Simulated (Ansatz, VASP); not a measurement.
# BP4 in VASP and in Ansatz

```
B P
1.0
     4.10080    0.00000    0.00000
     0.00000    4.10080    0.00000
     0.00000    0.00000    5.20672
B P
1 4
Cartesian
  2.0504 2.0504 0.0000
  2.0504 0.0000 0.0000
  0.0000 2.0504 0.0000
  0.0000 0.0000 1.2951
  0.0000 0.0000 3.9116
```

Alike in both runs: functional PBE; k mesh 4 × 4 × 4; occupations gaussian, width 0.1 eV; no spin polarisation.

Ansatz relaxed the structure, and its values are those at the end. VASP's run is a single point on that final structure, the one shown.

```csv
,VASP,Ansatz
version,VASP 6.6.1,Ansatz 0.2.0
potentials or method,"VASP PAW PBE potentials, release 64 (B, P), cutoff 520 eV","scalar-relativistic, plane waves, PAW"
valence electrons in the cell,23,23
```

```csv
,VASP,Ansatz,Ansatz less VASP
gap on the k mesh at the Fermi level (eV),none,none,-
pressure (GPa),-0.2,0.0,+0.20
rms of the force components (eV/Å),0.019,0.002,-0.0177
```

A gap of «none» marks a metal or a gap that the smearing closes. The functional is the same, so the differences come from potentials, cutoffs and numerics.

The k mesh is coarse, so the values compare programs but aren't converged.
